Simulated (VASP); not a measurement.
# GaSb (qq12) (F-43m) in VASP: further runs, part 2 of 2

VASP 6.6.1. Earlier steps stand in the parts before.

### Step 3. Single point, LDA

Contents of INCAR:

```
PREC = Accurate
ENCUT = 500
EDIFF = 1E-6
ISMEAR = 0
SIGMA = 0.1
LREAL = False
LASPH = True
NELM = 120
ALGO = Normal
ISIF = 2
LWAVE = False
LCHARG = False
NBANDS = 16
GGA_COMPAT = False
```

Contents of KPOINTS:

```
Automatic mesh
0
Gamma
  10 10 10
```

Contents of POSCAR:

```
GaSb
1.0
    0.0000000000      3.0244336278      3.0244336278
    3.0244336278      0.0000000000      3.0244336278
    3.0244336278      3.0244336278      0.0000000000
Ga Sb
1 1
Direct
    0.0000000000      0.0000000000      0.0000000000
    0.2500000000      0.2500000000      0.2500000000
```

Potentials or basis: VASP PAW LDA potentials, release 64 (Ga_d, Sb).

The run is started by

```
$ cat potpaw_LDA.64/Ga_d/POTCAR potpaw_LDA.64/Sb/POTCAR > POTCAR
$ mpirun -np 1 vasp_std > vasp.out
```

OUTCAR:

```text
PREC = Accurate
   ENCUT = 500
   EDIFF = 1E-6
   ISMEAR = 0
   LREAL = False
   LASPH = True
   NELM = 120
   ISIF = 2

 ion  position               nearest neighbor table
   1  0.000  0.000  0.000-   2 2.62   2 2.62   2 2.62   2 2.62
   2  0.250  0.250  0.250-   1 2.62   1 2.62   1 2.62   1 2.62

  LATTYP: Found a face centered cubic cell.
 ALAT       =     6.0488672556

  Lattice vectors:

 A1 = (   0.0000000000,   3.0244336278,   3.0244336278)
 A2 = (   3.0244336278,   0.0000000000,   3.0244336278)
 A3 = (   3.0244336278,   3.0244336278,   0.0000000000)

Analysis of symmetry for initial positions (statically):
=====================================================================
 Subroutine PRICEL returns:
 Original cell was already a primitive cell.

 Routine SETGRP: Setting up the symmetry group for a
 face centered cubic supercell.

 Subroutine GETGRP returns: Found 24 space group operations
 (whereof 24 operations were pure point group operations)
 out of a pool of 48 trial point group operations.

The static configuration has the point symmetry T_d .

Analysis of symmetry for dynamics (positions and initial velocities):
=====================================================================
 Subroutine PRICEL returns:
[... 153 lines left out ...]
  free energy    TOTEN  =        -8.67220281 eV

  energy without entropy =       -8.67207254  energy(sigma->0) =       -8.67213768

 E-fermi :   5.1240     XC(G=0):  -9.5442

 val. band max:        5.0363203312   @ k =   0.0000   0.0000   0.0000
 cond. band min:       5.1562469888   @ k =   0.0000   0.0000   0.0000
 fundamental gap:      0.1199266576
 Fermi energy:         5.1239700618

 k-point     1 :       0.0000    0.0000    0.0000
  band No.  band energies     occupation
      1     -10.1786      2.00000
      2     -10.1786      2.00000
      3     -10.1786      2.00000
      4     -10.1239      2.00000
      5     -10.1239      2.00000
      6      -6.7220      2.00000
[... 433 lines left out ...]
      3     -10.1573      2.00000
      4     -10.1336      2.00000
      5     -10.1208      2.00000
      6      -5.0408      2.00000
[... 8 lines left out ...]
     15      15.3800      0.00000
     16      15.5096      0.00000

 [... further k-points ...]
[... 5 lines left out ...]
  --------------------------------------------------------------------------------------
  -------------------------------------------------------------------------------------
  Total        0.0627840      0.0627840      0.0627840      0.0000000      0.0000000     -0.0000000
  in kB        1.8180156      1.8180156      1.8180156      0.0000000      0.0000000     -0.0000000
  external PRESSURE =       1.8180156 kB  Pullay stress =       0.0000000 kB

 VOLUME and BASIS-vectors are now :
 -----------------------------------------------------------------------------
  energy-cutoff  :      500.00
  volume of cell :       55.33
      direct lattice vectors                 reciprocal lattice vectors
     0.000000000  3.024433628  3.024433628    -0.165320209  0.165320209  0.165320209
     3.024433628  0.000000000  3.024433628     0.165320209 -0.165320209  0.165320209
     3.024433628  3.024433628  0.000000000     0.165320209  0.165320209 -0.165320209

 POSITION                                       TOTAL-FORCE (eV/Angst)
 -----------------------------------------------------------------------------------
      0.00000      0.00000      0.00000         0.000000      0.000000      0.000000
      1.51222      1.51222      1.51222        -0.000000     -0.000000     -0.000000
 -----------------------------------------------------------------------------------
    total drift:                                0.000000      0.000000      0.000001

  FREE ENERGIE OF THE ION-ELECTRON SYSTEM (eV)
  ---------------------------------------------------
  free  energy   TOTEN  =        -8.6722028062 eV

  energy  without entropy=       -8.6720725448  energy(sigma->0) =       -8.67213768
```

stdout:

```text
POSCAR found type information on POSCAR GaSb
 POSCAR found :  2 types and       2 ions
 scaLAPACK will be used
 LDA part: xc-table for (Slater(with rela. corr.)+CA(PZ))
 , standard interpolation
 POSCAR, INCAR and KPOINTS ok, starting setup
 FFT: planning ... GRIDC
 FFT: planning ... GRID_SOFT
 FFT: planning ... GRID
 WAVECAR not read
 entering main loop
```

Wall time 14 s (1 thread of Intel Xeon Platinum 8559C (Emerald Rapids), shared host); peak memory 0.17 GiB.

What came out:

| Property | Result |
| --- | --- |
| Free energy | -8.6722 eV |
| Pressure | 0.2 GPa |
| Band gap on the k mesh | 0.12 eV, direct |

Caveat: spin-orbit coupling is left out, which moves the levels of the heavy elements.

### Step 4. Relaxation of cell and atoms, LDA

Contents of INCAR:

```
SYSTEM = GaSb
PREC = Accurate
ENCUT = 500
EDIFF = 1E-7
ISMEAR = 0
SIGMA = 0.01
LREAL = .False.
LASPH = .True.
NELM = 120
ALGO = Normal
ISIF = 3
LWAVE = .False.
LCHARG = .False.
IBRION = 2
NSW = 100
EDIFFG = -0.002
GGA_COMPAT = .False.
NELMIN = 4
```

Contents of KPOINTS:

```
regular mesh
0
Gamma
  8 8 8
  0 0 0
```

POSCAR is that of step 3.

The run is started by

```
$ cat potpaw_LDA.64/Ga_d/POTCAR potpaw_LDA.64/Sb/POTCAR > POTCAR
$ mpirun -np 1 vasp_std > vasp.out
```

Wall time 16 s (1 thread of Intel Xeon Platinum 8559C (Emerald Rapids), shared host); peak memory 0.16 GiB.

The run converged. Its results:

```
Free energy                            : -8.6665 eV
Relaxed volume                         : 27.75 Å³/atom
Relaxed cell                           : a = 4.281 Å, b = 4.281 Å, c = 4.281 Å, α = 60.00°, β = 60.00°, γ = 60.00°
Space group after relaxing (to 0.05 Å) : F-43m (No. 216)
Energy gained by relaxing              : 0.0 meV/atom
Ionic steps                            : 3
Pressure after relaxing                : 0.0 GPa
Band gap on the k mesh                 : 0.10 eV, direct
```

Final structure:
```cif
data_structure
_symmetry_space_group_name_H-M 'P 1'
_symmetry_Int_Tables_number 1
_cell_length_a 4.2815
_cell_length_b 4.2815
_cell_length_c 4.2815
_cell_angle_alpha 60.000
_cell_angle_beta 60.000
_cell_angle_gamma 60.000
_cell_volume 55.50
loop_
_atom_site_label
_atom_site_type_symbol
_atom_site_fract_x
_atom_site_fract_y
_atom_site_fract_z
_atom_site_occupancy
Ga1 Ga 0.00000 0.00000 0.00000 1
Sb1 Sb 0.25000 0.25000 0.25000 1
```

Levels at points of the mesh, in eV from the valence-band top:
```tsv
k point	band 5	band 6	band 7	band 8	band 9	band 10	band 11	band 12	band 13
(0.00, 0.00, 0.00)	-15.16	-11.74	0.00	0.00	0.00	0.10	2.74	2.74	2.74
(0.50, 0.00, 0.00)	-15.16	-10.04	-6.56	-1.21	-1.21	0.36	3.71	3.71	6.29
(0.50, 0.50, 0.00)	-15.15	-9.16	-7.00	-2.69	-2.69	0.80	1.10	8.78	8.78
```

Caveat: spin-orbit coupling is left out, which moves the levels of the heavy elements.

### Step 5. The runs side by side

```tsv
task	cell	k mesh	smearing	gap on the mesh (eV)	pressure (GPa)
single point	a = 4.276 Å, angles 60.0°, 2 atoms	8 × 8 × 8	gaussian 0.01 eV	0.13	0.2
single point	a = 4.277 Å, angles 60.0°, 2 atoms	10 × 10 × 10	gaussian 0.1 eV	0.12	0.2
relaxation of cell and atoms	relaxed from a = 4.277 Å, angles 60.0°, 2 atoms	8 × 8 × 8	gaussian 0.01 eV	0.10	0.0
```

Alike in all rows: level LDA; potentials or basis VASP PAW LDA potentials, release 64 (Ga_d, Sb); no spin polarisation; cutoff (eV) 500.

Caveats: spin-orbit coupling is left out, which moves the levels of the heavy elements.

Total energies depend on the potentials used, so only differences within one code and one set of settings carry meaning.
